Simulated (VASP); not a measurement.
# SnTe (I4/mmm) in VASP: a series of runs, part 2 of 2

VASP 6.6.1.

## 3. Single point, PBE (strain +0.0350 x Voigt [1, 1, 0, 0, 0, 0])

INCAR reads:

```
SYSTEM = SnTe
  PREC = Accurate
  ENCUT = 520
  EDIFF = 1E-7
  ISMEAR = 0
  SIGMA = 0.03
  LREAL = .FALSE.
  LASPH = .TRUE.
  NELM = 80
  ALGO = Normal
  ISIF = 2
  LWAVE = .FALSE.
  LCHARG = .FALSE.
  GGA = PE
  NBANDS = 17
```

KPOINTS reads:

```
regular mesh
0
G
  10 10 10
  0 0 0
```

POSCAR reads:

```
SnTe
1.0
    0.0000000000      3.2669775000      3.1565000000
    3.2669775000      0.0000000000      3.1565000000
    3.2669775000      3.2669775000      0.0000000000
Sn Te
1 1
Direct
    0.0000000000      0.0000000000      0.0000000000
    0.5000000000      0.5000000000      0.5000000000
```

Potentials or basis: VASP PAW PBE potentials, release 64 (Sn_d, Te).

The run is started by

```console
> cat potpaw_PBE.64/Sn_d/POTCAR potpaw_PBE.64/Te/POTCAR > POTCAR
> mpirun -np 1 vasp_std > vasp.out
```

OUTCAR:

```text
SYSTEM = SnTe
   PREC = Accurate
   ENCUT = 520
   EDIFF = 1E-7
   ISMEAR = 0
   LREAL = .FALSE.
   LASPH = .TRUE.
   NELM = 80
   ISIF = 2
   GGA = PE

 ion  position               nearest neighbor table
   1  0.000  0.000  0.000-   2 3.16   2 3.16   2 3.27   2 3.27   2 3.27   2 3.27
   2  0.500  0.500  0.500-   1 3.16   1 3.16   1 3.27   1 3.27   1 3.27   1 3.27

  LATTYP: Found a body centered tetragonal cell.
 ALAT       =     4.6202038885
 C/A-ratio  =     1.3663899153

  Lattice vectors:

 A1 = (   0.0000000000,  -3.2669775000,  -3.1565000000)
 A2 = (   0.0000000000,   3.2669775000,  -3.1565000000)
 A3 = (   3.2669775000,   0.0000000000,   3.1565000000)

Analysis of symmetry for initial positions (statically):
=====================================================================
 Subroutine PRICEL returns:
 Original cell was already a primitive cell.

 Routine SETGRP: Setting up the symmetry group for a
 body centered tetragonal supercell.

 Subroutine GETGRP returns: Found 16 space group operations
 (whereof 16 operations were pure point group operations)
 out of a pool of 16 trial point group operations.

The static configuration has the point symmetry D_4h.

Analysis of symmetry for dynamics (positions and initial velocities):
=====================================================================
 Subroutine PRICEL returns:
 Original cell was already a primitive cell.

 Routine SETGRP: Setting up the symmetry group for a
 body centered tetragonal supercell.

 Subroutine GETGRP returns: Found 16 space group operations
 (whereof 16 operations were pure point group operations)
 out of a pool of 16 trial point group operations.

The dynamic configuration has the point symmetry D_4h.

 Subroutine INISYM returns: Found 16 space group operations
 (whereof 16 operations are pure point group operations),
 and found     1 'primitive' translations

----------------------------------------------------------------------------------------

                                     Primitive cell

  volume of cell :      67.3795
[... 111 lines left out ...]
  Fermi-wavevector in a.u.,A,eV,Ry     =   1.092049  2.063673 16.225915  1.192571
  Thomas-Fermi vector in A             =   2.228307
   LORBIT       =      0    0 simple, 1 ext, 2 COOP (PROOUT), +10 PAW based schemes
   GGA     = PE    functional components
   LHFCALC =     F    Hartree Fock is set to
   AEXX    =    0.0000 exact exchange contribution
   IVDW    =     0    specifies the selected vdW correction
   LEPSILON=     F    determine dielectric tensor
   LRPA    =     F    only Hartree local field effects (RPA)
 non-spin polarized calculation
 Gauss-broadening in eV      SIGMA  =   0.03
  energy-cutoff  :      520.00
  volume of cell :       67.38
 maximum number of plane-waves:      1839
 NGX is ok and might be reduce to    36
   NGX = 17   NGY = 17   NGZ = 17

 number of electron      20.0000001 magnetization

 Free energy of the ion-electron system (eV)
  ---------------------------------------------------
  ext. energy  EPLUGINS =         0.00000000
  ---------------------------------------------------
  free energy    TOTEN  =        -7.54316872 eV

  energy without entropy =       -7.54312012  energy(sigma->0) =       -7.54314442

 E-fermi :   6.0615     XC(G=0):  -9.1623

 val. band max:        6.0311329462   @ k =   0.5000   0.0000   0.0000
 cond. band min:       6.0918690924   @ k =   0.5000   0.0000   0.0000
 fundamental gap:      0.0607361462
 Fermi energy:         6.0615010187

 k-point     1 :       0.0000    0.0000    0.0000
  band No.  band energies     occupation
      1     -15.8334      2.00000
      2     -15.8318      2.00000
      3     -15.8189      2.00000
      4     -15.8189      2.00000
      5     -15.8177      2.00000
      6      -6.2214      2.00000
[... 457 lines left out ...]
      4     -15.8126      2.00000
      5     -15.8124      2.00000
      6      -5.1233      2.00000
[... 9 lines left out ...]
     16      14.8324      0.00000
     17      15.7407      0.00000

 [... further k-points ...]

------------------------ aborting loop because EDIFF is reached ----------------------------------------

  FORCE on cell =-STRESS in cart. coord.  units (eV):
  Direction    XX          YY          ZZ          XY          YZ          ZX
  --------------------------------------------------------------------------------------
  -------------------------------------------------------------------------------------
  Total       -0.8425326     -0.8425326      0.7244186      0.0000000     -0.0000000      0.0000000
  in kB      -20.0340707    -20.0340707     17.2255106      0.0000000     -0.0000000      0.0000000
  external PRESSURE =      -7.6142103 kB  Pullay stress =       0.0000000 kB

 VOLUME and BASIS-vectors are now :
 -----------------------------------------------------------------------------
  energy-cutoff  :      520.00
  volume of cell :       67.38
      direct lattice vectors                 reciprocal lattice vectors
     0.000000000  3.266977500  3.156500000    -0.153046662  0.153046662  0.158403295
     3.266977500  0.000000000  3.156500000     0.153046662 -0.153046662  0.158403295
     3.266977500  3.266977500  0.000000000     0.153046662  0.153046662 -0.158403295

 POSITION                                       TOTAL-FORCE (eV/Angst)
 -----------------------------------------------------------------------------------
      0.00000      0.00000      0.00000         0.000000     -0.000000      0.000000
      3.26698      3.26698      3.15650        -0.000000      0.000000      0.000000
 -----------------------------------------------------------------------------------
    total drift:                               -0.000000      0.000000      0.000000

  FREE ENERGIE OF THE ION-ELECTRON SYSTEM (eV)
  ---------------------------------------------------
  free  energy   TOTEN  =        -7.5431687178 eV

  energy  without entropy=       -7.5431201196  energy(sigma->0) =       -7.54314442
```

stdout:

```text
POSCAR found type information on POSCAR SnTe
 POSCAR found :  2 types and       2 ions
 scaLAPACK will be used
 LDA part: xc-table for (Slater+PW92), standard interpolation
 POSCAR, INCAR and KPOINTS ok, starting setup
 FFT: planning ... GRIDC
 FFT: planning ... GRID_SOFT
 FFT: planning ... GRID
 WAVECAR not read
 entering main loop
```

Wall time 81 s (1 thread of AMD EPYC 9R45 (Zen 5), shared host); peak memory 0.25 GiB.

What came out:

* Free energy: -7.5432 eV
* Pressure: -0.8 GPa
* Band gap on the k mesh: 0.06 eV

Levels at points of the mesh, in eV from the valence-band top:
| k point | band 7 | band 8 | band 9 | band 10 | band 11 | band 12 | band 13 | band 14 |
| --- | --- | --- | --- | --- | --- | --- | --- | --- |
| (0.00, 0.00, 0.00) | -4.92 | -2.16 | -1.80 | -1.80 | 2.96 | 2.96 | 3.76 | 4.84 |
| (0.50, 0.00, 0.00) | -7.94 | -1.64 | -1.57 | 0.00 | 0.06 | 0.44 | 0.60 | 7.64 |
| (0.50, 0.50, 0.00) | -6.50 | -5.09 | -3.41 | -3.41 | 2.44 | 4.51 | 4.51 | 6.24 |
| (0.50, 0.00, 0.50) | -6.32 | -5.01 | -3.53 | -3.15 | 2.52 | 4.23 | 5.08 | 5.71 |

Caveat: the cell differs from its parent crystal (strain +0.0350 x Voigt [1, 1, 0, 0, 0, 0]); spin-orbit coupling is left out, which moves the levels of the heavy elements. A k mesh can miss the band edges.

## 4. Single point, PBE (strain +0.0400 x Voigt [1, 1, 0, 0, 0, 0])

INCAR reads:

```
ALGO     = Normal         # electronic algorithm
EDIFF    = 1E-6           # SCF threshold, eV
ENCUT    = 520            # plane-wave cutoff, eV
GGA      = PE             # functional
ISIF     = 2              # what is computed and relaxed
ISMEAR   = 0              # smearing method
LASPH    = True           # aspherical terms in the spheres
LCHARG   = True           # write CHGCAR
LELF     = True           # ELF
LREAL    = False          # projectors in reciprocal space
LVHAR    = True         
LWAVE    = False          # write WAVECAR
NBANDS   = 17             # bands
NELM     = 60             # most SCF steps
PREC     = Accurate       # precision mode
SIGMA    = 0.03           # smearing width, eV
```

KPOINTS reads:

```
k-points
0
Gamma
  10 10 10
```

POSCAR reads:

```
SnTe
1.0
    0.0000000000      3.2827600000      3.1565000000
    3.2827600000      0.0000000000      3.1565000000
    3.2827600000      3.2827600000      0.0000000000
Sn Te
1 1
Direct
    0.0000000000      0.0000000000      0.0000000000
    0.5000000000      0.5000000000      0.5000000000
```

Potentials or basis: VASP PAW PBE potentials, release 64 (Sn_d, Te).

The run is started by

```console
> cat potpaw_PBE.64/Sn_d/POTCAR potpaw_PBE.64/Te/POTCAR > POTCAR
> mpirun -np 1 vasp_std > vasp.out
```

OUTCAR:

```text
EDIFF = 1E-6
   ENCUT = 520
   GGA = PE
   ISIF = 2
   ISMEAR = 0
   LASPH = True
   LREAL = False
   NELM = 60
   PREC = Accurate

 ion  position               nearest neighbor table
   1  0.000  0.000  0.000-   2 3.16   2 3.16   2 3.28   2 3.28   2 3.28   2 3.28
   2  0.500  0.500  0.500-   1 3.16   1 3.16   1 3.28   1 3.28   1 3.28   1 3.28

  LATTYP: Found a body centered tetragonal cell.
 ALAT       =     4.6425237140
 C/A-ratio  =     1.3598207331

[... 669 lines left out ...]

------------------------ aborting loop because EDIFF is reached ----------------------------------------

  FORCE on cell =-STRESS in cart. coord.  units (eV):
  Direction    XX          YY          ZZ          XY          YZ          ZX
  --------------------------------------------------------------------------------------
  -------------------------------------------------------------------------------------
  Total       -1.0498506     -1.0498506      0.6940323      0.0000000      0.0000000      0.0000000
  in kB      -24.7243003    -24.7243003     16.3446720      0.0000000      0.0000000      0.0000000
  external PRESSURE =     -11.0346429 kB  Pullay stress =       0.0000000 kB

 VOLUME and BASIS-vectors are now :
 -----------------------------------------------------------------------------
  energy-cutoff  :      520.00
  volume of cell :       68.03
      direct lattice vectors                 reciprocal lattice vectors
     0.000000000  3.282760000  3.156500000    -0.152310860  0.152310860  0.158403295
     3.282760000  0.000000000  3.156500000     0.152310860 -0.152310860  0.158403295
     3.282760000  3.282760000  0.000000000     0.152310860  0.152310860 -0.158403295

 POSITION                                       TOTAL-FORCE (eV/Angst)
 -----------------------------------------------------------------------------------
      0.00000      0.00000      0.00000         0.000000     -0.000000      0.000000
      3.28276      3.28276      3.15650        -0.000000      0.000000      0.000000
 -----------------------------------------------------------------------------------
    total drift:                               -0.000000      0.000000      0.000000

  FREE ENERGIE OF THE ION-ELECTRON SYSTEM (eV)
  ---------------------------------------------------
  free  energy   TOTEN  =        -7.5342299244 eV

  energy  without entropy=       -7.5341992801  energy(sigma->0) =       -7.53421460
```

Run time: 78 s. Hardware: 1 thread of AMD EPYC 9R45 (Zen 5), shared host; peak memory 0.25 GiB.

Results:

| Item | Value |
| --- | --- |
| Free energy | -7.5342 eV |
| Pressure | -1.1 GPa |
| Band gap on the k mesh | 0.07 eV |

Caveat: the cell differs from its parent crystal (strain +0.0400 x Voigt [1, 1, 0, 0, 0, 0]); spin-orbit coupling is left out, which moves the levels of the heavy elements.

## 5. Summary

| cell | gap on the mesh (eV) | pressure (GPa) |
| --- | --- | --- |
| a = 4.531, b = 4.531, c = 4.598 Å, angles 59.5, 59.5, 61.0°, 2 atoms | 0.05 | -0.5 |
| a = 4.543, b = 4.543, c = 4.620 Å, angles 59.4, 59.4, 61.1°, 2 atoms | 0.06 | -0.8 |
| a = 4.554, b = 4.554, c = 4.643 Å, angles 59.4, 59.4, 61.3°, 2 atoms | 0.07 | -1.1 |

Alike in all rows: task single point; level PBE; potentials or basis VASP PAW PBE potentials, release 64 (Sn_d, Te); no spin polarisation; k mesh 10 × 10 × 10; cutoff (eV) 520; smearing gaussian 0.03 eV.

Caveats: spin-orbit coupling is left out, which moves the levels of the heavy elements.

Absolute energies hang on the potentials; compare differences alone.
